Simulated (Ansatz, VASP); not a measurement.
One calculation of GaP, two programs

```
CELL_PARAMETERS angstrom
0.00000 2.69565 2.69565
2.69565 0.00000 2.69565
2.69565 2.69565 0.00000
ATOMIC_POSITIONS crystal
Ga 0.00000 0.00000 0.00000
P 0.25000 0.25000 0.25000
```

Alike in both runs: task single point; functional LDA; k mesh 8 × 8 × 8; no spin polarisation.

|  | VASP | Ansatz |
| --- | --- | --- |
| version | VASP 6.6.1 | Ansatz 0.2.0 |
| potentials or method | VASP PAW LDA potentials, release 64 (Ga_d, P), cutoff 500 eV | scalar-relativistic, plane waves, PAW |
| occupations | gaussian, width 0.01 eV | fixed |
| valence electrons in the cell | 18 | 18 |

Ansatz gave:

- gap on the k mesh at the Fermi level (eV): 1.43
- least direct gap on the mesh (eV): 1.88

Q: Estimate VASP's values.

A: gap on the k mesh at the Fermi level (eV): 1.43; least direct gap on the mesh (eV): 1.91.

LDA's correlation is that of Perdew and Zunger in VASP and of Perdew and Wang (1992) in Ansatz.
